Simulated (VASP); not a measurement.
# WC (I4/mmm) in VASP: further runs

WC is run at these levels: PBEsol; tasks: single point.

Program: VASP 6.6.1. These are calculated values, not measurements. Logs are shortened: lines on timing, memory, paths and dates and some standing lists are left out, and cuts for length are marked.

## 1. The cell of the first run

The structure is tetragonal, space group I4/mmm (No. 139). Conventional cell: a = 3.073 Å, b = 3.073 Å, c = 4.172 Å, α = 90.00°, β = 90.00°, γ = 90.00°. Within 2.8 Å of W (site symmetry 4/mmm) lie 6 C at 2.09 to 2.17 Å. Within 2.8 Å of C (site symmetry 4/mmm) lie 6 W at 2.09 to 2.17 Å.

## 2. Single point, PBEsol (strain -0.0400 x Voigt [1, 0, 0, 0, 0, 0])

The input, INCAR:

```
SYSTEM = WC
ALGO     = Normal         ! electronic algorithm
EDIFF    = 1E-6           ! SCF threshold, eV
ENCUT    = 520            ! plane-wave cutoff, eV
GGA      = PS             ! functional
ISIF     = 2              ! what is computed and relaxed
ISMEAR   = 0              ! smearing method
LASPH    = .True.         ! aspherical terms in the spheres
LCHARG   = .False.        ! write CHGCAR
LREAL    = .False.        ! projectors in reciprocal space
LWAVE    = .False.        ! write WAVECAR
NBANDS   = 16             ! bands
NELM     = 100            ! most SCF steps
PREC     = Accurate       ! precision mode
SIGMA    = 0.15           ! smearing width, eV
```

The input, KPOINTS:

```
k-points
0
Gamma
  24 24 24
  0 0 0
```

The input, POSCAR:

```
WC
1.0
    0.0000000000      2.1726853743      2.1726853743
    2.0857779593      0.0000000000      2.1726853743
    2.0857779593      2.1726853743      0.0000000000
W C
1 1
Direct
    0.0000000000      0.0000000000      0.0000000000
    0.5000000000      0.5000000000      0.5000000000
```

Potentials or basis: VASP PAW PBE potentials, release 64 (W_sv, C).

Launch:

```console
cat potpaw_PBE.64/W_sv/POTCAR potpaw_PBE.64/C/POTCAR > POTCAR
mpirun -np 1 vasp_std > vasp.out
```

OUTCAR:

```text
SYSTEM = WC
   EDIFF = 1E-6
   ENCUT = 520
   GGA = PS
   ISIF = 2
   ISMEAR = 0
   LASPH = .True.
   LREAL = .False.
   NELM = 100
   PREC = Accurate

 ion  position               nearest neighbor table
   1  0.000  0.000  0.000-   2 2.09   2 2.09   2 2.17   2 2.17   2 2.17   2 2.17
   2  0.500  0.500  0.500-   1 2.09   1 2.09   1 2.17   1 2.17   1 2.17   1 2.17

  LATTYP: Found a body centered tetragonal cell.
 ALAT       =     3.0726411231
 C/A-ratio  =     1.3576450199

  Lattice vectors:

 A1 = (  -2.0857779593,   0.0000000000,  -2.1726853743)
 A2 = (  -2.0857779593,   0.0000000000,   2.1726853743)
 A3 = (   2.0857779593,   2.1726853743,   0.0000000000)

Analysis of symmetry for initial positions (statically):
=====================================================================
 Subroutine PRICEL returns:
 Original cell was already a primitive cell.

 Routine SETGRP: Setting up the symmetry group for a
 body centered tetragonal supercell.

 Subroutine GETGRP returns: Found 16 space group operations
 (whereof 16 operations were pure point group operations)
 out of a pool of 16 trial point group operations.

The static configuration has the point symmetry D_4h.

Analysis of symmetry for dynamics (positions and initial velocities):
=====================================================================
 Subroutine PRICEL returns:
 Original cell was already a primitive cell.

 Routine SETGRP: Setting up the symmetry group for a
 body centered tetragonal supercell.

 Subroutine GETGRP returns: Found 16 space group operations
 (whereof 16 operations were pure point group operations)
 out of a pool of 16 trial point group operations.

The dynamic configuration has the point symmetry D_4h.

 Subroutine INISYM returns: Found 16 space group operations
 (whereof 16 operations are pure point group operations),
 and found     1 'primitive' translations

----------------------------------------------------------------------------------------

                                     Primitive cell

  volume of cell :      19.6921

  direct lattice vectors                    reciprocal lattice vectors
     0.000000000  2.172685374  2.172685374    -0.239718709  0.230129961  0.230129961
     2.085777959  0.000000000  2.172685374     0.239718709 -0.230129961  0.230129961
     2.085777959  2.172685374  0.000000000     0.239718709  0.230129961 -0.230129961

  length of vectors
     3.072641123  3.011815305  3.011815305     0.404208680  0.404208680  0.404208680

  position of ions in fractional coordinates (direct lattice)
     0.000000000  0.000000000  0.000000000
     0.500000000  0.500000000  0.500000000

  ion indices of the primitive-cell ions
   primitive index   ion index
                 1           1
                 2           2

----------------------------------------------------------------------------------------

 KPOINTS: k-points

Automatic generation of k-mesh.
 Grid dimensions read from file:
 generate k-points for:   24   24   24

 Generating k-lattice:

  Cartesian coordinates                     Fractional coordinates (reciprocal lattice)
    -0.009988280  0.009588748  0.009588748     0.041666667  0.000000000  0.000000000
     0.009988280 -0.009588748  0.009588748     0.000000000  0.041666667 -0.000000000
     0.009988280  0.009588748 -0.009588748     0.000000000 -0.000000000  0.041666667

  Length of vectors
     0.016842028  0.016842028  0.016842028

  Shift w.r.t. Gamma in fractional coordinates (k-lattice)
     0.000000000  0.000000000  0.000000000

 Subroutine IBZKPT returns following result:
 ===========================================

 Found   1063 irreducible k-points:

 Following reciprocal coordinates:
            Coordinates               Weight
  0.000000  0.000000  0.000000      1.000000
  0.041667  0.000000  0.000000      8.000000
  0.083333  0.000000  0.000000      8.000000
  0.125000  0.000000  0.000000      8.000000
  0.166667  0.000000  0.000000      8.000000
  0.208333  0.000000  0.000000      8.000000
[... 16 lines left out ...]
  0.416667  0.041667 -0.000000     16.000000
  0.458333  0.041667  0.000000     16.000000
 [... further k-points ...]
   k-points           NKPTS =   1063   k-points in BZ     NKDIM =   1063   number of bands    NBANDS=     16
   number of dos      NEDOS =    301   number of ions     NIONS =      2
   total plane-waves  NPLWV =  13824
   dimension x,y,z NGX =    24 NGY =   24 NGZ =   24
   dimension x,y,z NGXF=    48 NGYF=   48 NGZF=   48
   ions per type =               1   1
   NGX,Y,Z   is equivalent  to a cutoff of  12.99, 13.25, 13.25 a.u.
   NGXF,Y,Z  is equivalent  to a cutoff of  25.97, 26.50, 26.50 a.u.
 SYSTEM =  WC
   PREC   = accura    normal or accurate (medium, high low for compatibility)
   ISTART =      0    job   : 0-new  1-cont  2-samecut
   ICHARG =      2    charge: 1-file 2-atom 10-const
   ISPIN  =      1    spin polarized calculation?
   LNONCOLLINEAR =      F non collinear calculations
   LSORBIT =      F    spin-orbit coupling
   LASPH  =      T    aspherical Exc in radial PAW
   ENCUT  =  520.0 eV  38.22 Ry    6.18 a.u.   5.71  5.60  5.60*2*pi/ulx,y,z
   NELM   =    100;   NELMIN=  2; NELMDL= -5     # of ELM steps
   EDIFF  = 0.1E-05   stopping-criterion for ELM
   LREAL  =      F    real-space projection
   EDIFFG = 0.1E-04   stopping-criterion for IOM
   NSW    =      0    number of steps for IOM
   IBRION =     -1    ionic relax: 0-MD 1-quasi-New 2-CG
   NFREE  =      0    steps in history (QN), initial steepest desc. (CG)
   ISIF   =      2    stress and relaxation
   ISYM   =      2    0-nonsym 1-usesym 2-fastsym
   POTIM  = 0.5000    time-step for ionic-motion
   TEBEG  =    0.0;   TEEND  =   0.0 temperature during run
   PSTRESS=    0.0 pullay stress
   NELECT =      18.0000    total number of electrons
   NUPDOWN=      -1.0000    fix difference up-down
   EMIN   =  10.00;   EMAX   =-10.00  energy-range for DOS
   EFERMI =   0.00;   METHOD = LEGACY
   ISMEAR =     0;   SIGMA  =   0.15  broadening in eV -4-tet -1-fermi 0-gaus
   EFERMI_NEDOS =   21; number of points for ismear=-14 and -15
   IALGO  =     38    algorithm
   IMIX   =      4    mixing-type and parameters
     AMIX     =   0.40;   BMIX     =  1.00
     AMIX_MAG =   1.60;   BMIX_MAG =  1.00
  volume/ion in A,a.u.               =       9.85        66.44
  Fermi-wavevector in a.u.,A,eV,Ry     =   1.588797  3.002391 34.344859  2.524276
  Thomas-Fermi vector in A             =   2.687745
   LORBIT       =      0    0 simple, 1 ext, 2 COOP (PROOUT), +10 PAW based schemes
   GGA     = PS    functional components
   LHFCALC =     F    Hartree Fock is set to
   AEXX    =    0.0000 exact exchange contribution
   IVDW    =     0    specifies the selected vdW correction
   LEPSILON=     F    determine dielectric tensor
   LRPA    =     F    only Hartree local field effects (RPA)
 non-spin polarized calculation
 Gauss-broadening in eV      SIGMA  =   0.15
  energy-cutoff  :      520.00
  volume of cell :       19.69
 maximum number of plane-waves:       545
   NGX = 11   NGY = 11   NGZ = 11

 number of electron      18.0000000 magnetization

 Free energy of the ion-electron system (eV)
  ---------------------------------------------------
  ext. energy  EPLUGINS =         0.00000000
  ---------------------------------------------------
  free energy    TOTEN  =       -22.89783041 eV

  energy without entropy =      -22.88808104  energy(sigma->0) =      -22.89295572

 E-fermi :  13.3053     XC(G=0): -14.2216

 val. band max:       13.3048440801   @ k =   0.2500   0.2917   0.0417
 cond. band min:      13.3079480055   @ k =  -0.3750   0.0833   0.0833
 fundamental gap:      0.0031039254
 Fermi energy:        13.3052794241

 k-point     1 :       0.0000    0.0000    0.0000
  band No.  band energies     occupation
      1     -62.0004      2.00000
      2     -26.0059      2.00000
      3     -25.9862      2.00000
      4     -25.9862      2.00000
      5      -3.0700      2.00000
      6      10.1226      2.00000
[... 8 lines left out ...]
     15      22.8836      0.00000
     16      37.0513      0.00000

 k-point     2 :       0.0417    0.0000    0.0000
  band No.  band energies     occupation
      1     -61.9995      2.00000
      2     -26.0138      2.00000
      3     -25.9931      2.00000
      4     -25.9881      2.00000
      5      -3.0156      2.00000
      6       9.9863      2.00000
[... 8 lines left out ...]
     15      23.0137      0.00000
     16      36.5739      0.00000

 k-point     3 :       0.0833    0.0000    0.0000
  band No.  band energies     occupation
      1     -61.9969      2.00000
      2     -26.0498      2.00000
      3     -26.0004      2.00000
      4     -25.9935      2.00000
      5      -2.8544      2.00000
      6       9.5520      2.00000
[... 8 lines left out ...]
     15      23.3909      0.00000
     16      35.3639      0.00000

 k-point     4 :       0.1250    0.0000    0.0000
  band No.  band energies     occupation
      1     -61.9927      2.00000
      2     -26.1126      2.00000
      3     -26.0060      2.00000
      4     -26.0021      2.00000
      5      -2.5920      2.00000
      6       8.9226      2.00000
[... 8 lines left out ...]
     15      23.9736      0.00000
     16      33.9307      0.00000

 k-point     5 :       0.1667    0.0000    0.0000
  band No.  band energies     occupation
      1     -61.9873      2.00000
      2     -26.1945      2.00000
      3     -26.0133      2.00000
      4     -26.0123      2.00000
      5      -2.2372      2.00000
      6       8.2101      2.00000
[... 8 lines left out ...]
     15      24.6833      0.00000
     16      32.5921      0.00000

 k-point     6 :       0.2083    0.0000    0.0000
  band No.  band energies     occupation
      1     -61.9810      2.00000
      2     -26.2887      2.00000
      3     -26.0264      2.00000
      4     -26.0193      2.00000
      5      -1.8015      2.00000
      6       7.4696      2.00000
[... 8 lines left out ...]
     15      25.3953      0.00000
     16      31.5800      0.00000
[... 267 lines left out ...]
 k-point    21 :       0.3333    0.0417   -0.0000
  band No.  band energies     occupation
      1     -61.9628      2.00000
      2     -26.5431      2.00000
      3     -26.0651      2.00000
      4     -26.0479      2.00000
      5      -0.3520      2.00000
      6       5.4694      2.00000
[... 8 lines left out ...]
     15      26.7160      0.00000
     16      28.6851      0.00000

 k-point    22 :       0.3750    0.0417   -0.0000
  band No.  band energies     occupation
      1     -61.9570      2.00000
      2     -26.6242      2.00000
      3     -26.0772      2.00000
      4     -26.0539      2.00000
      5       0.2514      2.00000
      6       4.7918      2.00000
[... 8 lines left out ...]
     15      27.0892      0.00000
     16      27.5250      0.00000

 k-point    23 :       0.4167    0.0417   -0.0000
  band No.  band energies     occupation
      1     -61.9524      2.00000
      2     -26.6887      2.00000
      3     -26.0875      2.00000
      4     -26.0581      2.00000
      5       0.8674      2.00000
      6       4.1340      2.00000
[... 8 lines left out ...]
     15      26.5095      0.00000
     16      26.8463      0.00000

 k-point    24 :       0.4583    0.0417    0.0000
  band No.  band energies     occupation
      1     -61.9492      2.00000
      2     -26.7327      2.00000
      3     -26.0953      2.00000
      4     -26.0601      2.00000
      5       1.4714      2.00000
      6       3.5102      2.00000
[... 8 lines left out ...]
     15      25.7352      0.00000
     16      26.2692      0.00000

 [... further k-points ...]

------------------------ aborting loop because EDIFF is reached ----------------------------------------

  FORCE on cell =-STRESS in cart. coord.  units (eV):
  Direction    XX          YY          ZZ          XY          YZ          ZX
  --------------------------------------------------------------------------------------
  -------------------------------------------------------------------------------------
  Total        5.2368182      1.1217419      1.1217419      0.0000000      0.0000000     -0.0000000
  in kB      426.0752731     91.2665774     91.2665774      0.0000000      0.0000000     -0.0000000
  external PRESSURE =     202.8694760 kB  Pullay stress =       0.0000000 kB

 VOLUME and BASIS-vectors are now :
 -----------------------------------------------------------------------------
  energy-cutoff  :      520.00
  volume of cell :       19.69
      direct lattice vectors                 reciprocal lattice vectors
     0.000000000  2.172685374  2.172685374    -0.239718709  0.230129961  0.230129961
     2.085777959  0.000000000  2.172685374     0.239718709 -0.230129961  0.230129961
     2.085777959  2.172685374  0.000000000     0.239718709  0.230129961 -0.230129961

 POSITION                                       TOTAL-FORCE (eV/Angst)
 -----------------------------------------------------------------------------------
      0.00000      0.00000      0.00000         0.000000      0.000000     -0.000000
      2.08578      2.17269      2.17269        -0.000000     -0.000000      0.000000
 -----------------------------------------------------------------------------------
    total drift:                                0.000000     -0.000000     -0.000000

  FREE ENERGIE OF THE ION-ELECTRON SYSTEM (eV)
  ---------------------------------------------------
  free  energy   TOTEN  =       -22.8978304062 eV

  energy  without entropy=      -22.8880810370  energy(sigma->0) =      -22.89295572
```

Run time: 85 s. Hardware: 1 thread of Intel Xeon 6975P-C (Granite Rapids), shared host; peak memory 0.42 GiB.

What came out:

```
Free energy            : -22.8978 eV
Pressure               : 20.3 GPa
Band gap on the k mesh : zero (bands 9 and 10 overlap by 3.24 eV)
```

Caveat: the cell differs from its parent crystal (strain -0.0400 x Voigt [1, 0, 0, 0, 0, 0]); the cell stands under pressure; the PAW data sets were made with another functional, which shifts forces and pressure a little; spin-orbit coupling is left out, which moves the levels of the heavy elements.

(Continued in part 2 of 2.)
